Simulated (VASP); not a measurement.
# CdTe (v.b) (F-43m) in VASP: notebook, part 2 of 2

VASP 6.6.1. The steps go on from the part before.

## (4) Single point, PBE

This run uses another cell than the first one, of 36.25 Å³/atom, 1.056 times its volume.

The input, INCAR:

```
SYSTEM = CdTe
PREC = Accurate
ENCUT = 500
EDIFF = 1E-6
ISMEAR = 0
SIGMA = 0.02
LREAL = .FALSE.
LASPH = .TRUE.
NELM = 120
ALGO = Normal
ISIF = 2
LWAVE = .FALSE.
LCHARG = .FALSE.
GGA = PE
NBANDS = 16
GGA_COMPAT = .FALSE.
```

The input, KPOINTS:

```
Automatic mesh
0
G
  10 10 10
  0 0 0
```

The input, POSCAR:

```
CdTe
1.0
    0.0000000000      3.3094718653      3.3094718653
    3.3094718653      0.0000000000      3.3094718653
    3.3094718653      3.3094718653      0.0000000000
Cd Te
1 1
Direct
    0.0000000000      0.0000000000      0.0000000000
    0.2500000000      0.2500000000      0.2500000000
```

Launch:

```
cat potpaw_PBE.64/Cd/POTCAR potpaw_PBE.64/Te/POTCAR > POTCAR
mpirun -np 1 vasp_std > vasp.out
```

Run time: 39 s. Hardware: 1 thread of Intel Xeon Platinum 8488C (Sapphire Rapids), shared host; peak memory 0.21 GiB.

Results (log left out):

```
Free energy            : -4.8128 eV
Pressure               : 0.1 GPa
Band gap on the k mesh : 0.58 eV, direct
```

Levels at points of the mesh, in eV from the valence-band top:
```
           k point  band 6  band 7  band 8  band 9  band 10  band 11  band 12  band 13
(0.00, 0.00, 0.00)   -7.87    0.00    0.00    0.00     0.58     4.64     4.64     4.64
(0.50, 0.00, 0.00)   -7.57   -4.08   -0.69   -0.69     1.75     5.21     5.21     7.01
(0.50, 0.50, 0.00)   -7.45   -4.01   -1.66   -1.66     2.67     2.74     8.51     8.81
```

Caveat: spin-orbit coupling is left out, which moves the levels of the heavy elements.

## (5) Single point, PBE

This run uses another cell than the first one, of 36.25 Å³/atom, 1.056 times its volume.

The input, INCAR:

```
PREC = Accurate
ENCUT = 500
EDIFF = 1E-6
ISMEAR = 0
SIGMA = 0.02
LREAL = False
LASPH = True
NELM = 120
ALGO = Normal
ISIF = 2
LWAVE = False
LCHARG = False
GGA = PE
NBANDS = 16
GGA_COMPAT = False
```

The input, KPOINTS:

```
Automatic mesh
0
Gamma
  10 10 10
```

POSCAR is that of step 4.

Potentials or basis: VASP PAW PBE potentials, release 64 (Cd, Te).

Launch:

```
cat potpaw_PBE.64/Cd/POTCAR potpaw_PBE.64/Te/POTCAR > POTCAR
mpirun -np 1 vasp_std > vasp.out
```

OUTCAR:

```text
PREC = Accurate
   ENCUT = 500
   EDIFF = 1E-6
   ISMEAR = 0
   LREAL = False
   LASPH = True
   NELM = 120
   ISIF = 2
   GGA = PE

 ion  position               nearest neighbor table
   1  0.000  0.000  0.000-   2 2.87   2 2.87   2 2.87   2 2.87
   2  0.250  0.250  0.250-   1 2.87   1 2.87   1 2.87   1 2.87

  LATTYP: Found a face centered cubic cell.
 ALAT       =     6.6189437306

  Lattice vectors:

 A1 = (   0.0000000000,   3.3094718653,   3.3094718653)
 A2 = (   3.3094718653,   0.0000000000,   3.3094718653)
 A3 = (   3.3094718653,   3.3094718653,   0.0000000000)

Analysis of symmetry for initial positions (statically):
=====================================================================
 Subroutine PRICEL returns:
 Original cell was already a primitive cell.

 Routine SETGRP: Setting up the symmetry group for a
 face centered cubic supercell.

 Subroutine GETGRP returns: Found 24 space group operations
 (whereof 24 operations were pure point group operations)
 out of a pool of 48 trial point group operations.

The static configuration has the point symmetry T_d .

Analysis of symmetry for dynamics (positions and initial velocities):
[... 160 lines left out ...]
 E-fermi :   1.9028     XC(G=0):  -8.3080

 val. band max:        1.7935928188   @ k =   0.0000   0.0000   0.0000
 cond. band min:       2.3758459156   @ k =   0.0000   0.0000   0.0000
 fundamental gap:      0.5822530968
 Fermi energy:         1.9027956122

 k-point     1 :       0.0000    0.0000    0.0000
  band No.  band energies     occupation
      1      -9.0388      2.00000
      2      -6.2938      2.00000
      3      -6.2938      2.00000
      4      -6.2938      2.00000
      5      -6.0772      2.00000
      6      -6.0772      2.00000
[... 433 lines left out ...]
      3      -6.1923      2.00000
      4      -6.1362      2.00000
      5      -6.0581      2.00000
      6      -5.8415      2.00000
[... 8 lines left out ...]
     15      12.1617      0.00000
     16      13.2131      0.00000

 [... further k-points ...]

------------------------ aborting loop because EDIFF is reached ----------------------------------------

  FORCE on cell =-STRESS in cart. coord.  units (eV):
  Direction    XX          YY          ZZ          XY          YZ          ZX
  --------------------------------------------------------------------------------------
  -------------------------------------------------------------------------------------
  Total        0.0457078      0.0457078      0.0457078      0.0000000      0.0000000      0.0000000
  in kB        1.0101715      1.0101715      1.0101715      0.0000000      0.0000000      0.0000000
  external PRESSURE =       1.0101715 kB  Pullay stress =       0.0000000 kB

 VOLUME and BASIS-vectors are now :
 -----------------------------------------------------------------------------
  energy-cutoff  :      500.00
  volume of cell :       72.49
      direct lattice vectors                 reciprocal lattice vectors
     0.000000000  3.309471865  3.309471865    -0.151081508  0.151081508  0.151081508
     3.309471865  0.000000000  3.309471865     0.151081508 -0.151081508  0.151081508
     3.309471865  3.309471865  0.000000000     0.151081508  0.151081508 -0.151081508

 POSITION                                       TOTAL-FORCE (eV/Angst)
 -----------------------------------------------------------------------------------
      0.00000      0.00000      0.00000         0.000000      0.000000      0.000000
      1.65474      1.65474      1.65474        -0.000000     -0.000000     -0.000000
 -----------------------------------------------------------------------------------
    total drift:                                0.000000      0.000000     -0.000000

  FREE ENERGIE OF THE ION-ELECTRON SYSTEM (eV)
  ---------------------------------------------------
  free  energy   TOTEN  =        -4.8127930536 eV

  energy  without entropy=       -4.8127930536  energy(sigma->0) =       -4.81279305
```

OSZICAR:

```text
N       E                     dE             d eps       ncg     rms          rms(c)
DAV:   1     0.969630447897E+02    0.96963E+02   -0.81279E+03  1528   0.940E+02
DAV:   2    -0.147040305465E+01   -0.98433E+02   -0.93927E+02  1832   0.231E+02
DAV:   3    -0.501263147895E+01   -0.35422E+01   -0.35375E+01  1792   0.453E+01
DAV:   4    -0.504703232202E+01   -0.34401E-01   -0.34399E-01  2272   0.393E+00
DAV:   5    -0.504711221787E+01   -0.79896E-04   -0.79896E-04  1888   0.180E-01    0.493E+00
DAV:   6    -0.482625703129E+01    0.22086E+00   -0.37680E-01  1768   0.697E+00    0.414E+00
DAV:   7    -0.481139303052E+01    0.14864E-01   -0.10107E-01  1800   0.202E+00    0.163E+00
DAV:   8    -0.481234731021E+01   -0.95428E-03   -0.97109E-03  1664   0.110E+00    0.438E-01
DAV:   9    -0.481269707841E+01   -0.34977E-03   -0.97299E-04  1832   0.309E-01    0.938E-02
DAV:  10    -0.481275156893E+01   -0.54491E-04   -0.10650E-04  1928   0.100E-01    0.546E-02
DAV:  11    -0.481279391935E+01   -0.42350E-04   -0.81079E-05  1808   0.527E-02    0.366E-02
DAV:  12    -0.481279305362E+01    0.86573E-06   -0.30999E-06  1832   0.127E-02
   1 F= -.48127931E+01 E0= -.48127931E+01  d E =-.381839E-17
```

It took 40 s on 1 thread of Intel Xeon Platinum 8488C (Sapphire Rapids), shared host; peak memory 0.23 GiB.

What came out:

| Quantity | Value |
| --- | --- |
| Free energy | -4.8128 eV |
| Pressure | 0.1 GPa |
| Band gap on the k mesh | 0.58 eV, direct |

Caveat: spin-orbit coupling is left out, which moves the levels of the heavy elements.

## (6) Relaxation of cell and atoms, PBE

This run uses another cell than the first one, of 36.25 Å³/atom, 1.056 times its volume.

The input, INCAR:

```
SYSTEM = CdTe
  PREC = Accurate
  ENCUT = 500
  EDIFF = 1E-7
  ISMEAR = 0
  SIGMA = 0.02
  LREAL = .False.
  LASPH = .True.
  NELM = 120
  ALGO = Normal
  ISIF = 3
  LWAVE = .False.
  LCHARG = .False.
  GGA = PE
  IBRION = 2
  NSW = 100
  EDIFFG = -0.002
  GGA_COMPAT = .False.
  NELMIN = 4
```

The input, KPOINTS:

```
regular mesh
0
Gamma
  10 10 10
  0 0 0
```

POSCAR is that of step 5.

Potentials or basis: VASP PAW PBE potentials, release 64 (Cd, Te).

Launch:

```
cat potpaw_PBE.64/Cd/POTCAR potpaw_PBE.64/Te/POTCAR > POTCAR
mpirun -np 1 vasp_std > vasp.out
```

It took 74 s on 1 thread of Intel Xeon Platinum 8488C (Sapphire Rapids), shared host; peak memory 0.24 GiB.

The run converged. Its results:

| Quantity | Value |
| --- | --- |
| Free energy | -4.8128 eV |
| Relaxed volume | 36.34 Å³/atom |
| Relaxed cell | a = 4.684 Å, b = 4.684 Å, c = 4.684 Å, α = 60.00°, β = 60.00°, γ = 60.00° |
| Space group after relaxing (to 0.05 Å) | F-43m (No. 216) |
| Energy gained by relaxing | 0.0 meV/atom |
| Ionic steps | 3 |
| Pressure after relaxing | 0.0 GPa |
| Band gap on the k mesh | 0.57 eV, direct |

Final structure:
```
CELL_PARAMETERS angstrom
0.00000 3.31230 3.31230
3.31230 0.00000 3.31230
3.31230 3.31230 0.00000
ATOMIC_POSITIONS crystal
Cd 0.00000 0.00000 0.00000
Te 0.25000 0.25000 0.25000
```

Levels at points of the mesh, in eV from the valence-band top:
| k point | band 5 | band 6 | band 7 | band 8 | band 9 | band 10 | band 11 | band 12 | band 13 |
| --- | --- | --- | --- | --- | --- | --- | --- | --- | --- |
| (0.00, 0.00, 0.00) | -7.87 | -7.87 | 0.00 | 0.00 | 0.00 | 0.57 | 4.64 | 4.64 | 4.64 |
| (0.50, 0.00, 0.00) | -7.86 | -7.56 | -4.06 | -0.68 | -0.68 | 1.75 | 5.21 | 5.21 | 7.01 |
| (0.50, 0.50, 0.00) | -7.84 | -7.45 | -4.00 | -1.65 | -1.65 | 2.67 | 2.75 | 8.50 | 8.80 |

Caveat: spin-orbit coupling is left out, which moves the levels of the heavy elements.

## (7) Overview

```csv
task,cell,k mesh,smearing,gap on the mesh (eV),pressure (GPa)
single point,"a = 4.596 Å, angles 60.0°, 2 atoms",6 × 6 × 6,gaussian 0.1 eV,0.74,2.3
single point,"a = 4.680 Å, angles 60.0°, 2 atoms",8 × 8 × 8,gaussian 0.02 eV,0.58,0.1
single point,"a = 4.680 Å, angles 60.0°, 2 atoms",10 × 10 × 10,gaussian 0.02 eV,0.58,0.1
relaxation of cell and atoms,"relaxed from a = 4.680 Å, angles 60.0°, 2 atoms",10 × 10 × 10,gaussian 0.02 eV,0.57,0.0
```

Alike in all rows: level PBE; potentials or basis VASP PAW PBE potentials, release 64 (Cd, Te); no spin polarisation; cutoff (eV) 500.

Caveats: spin-orbit coupling is left out, which moves the levels of the heavy elements.

Total energies depend on the potentials used, so only differences within one code and one set of settings carry meaning.
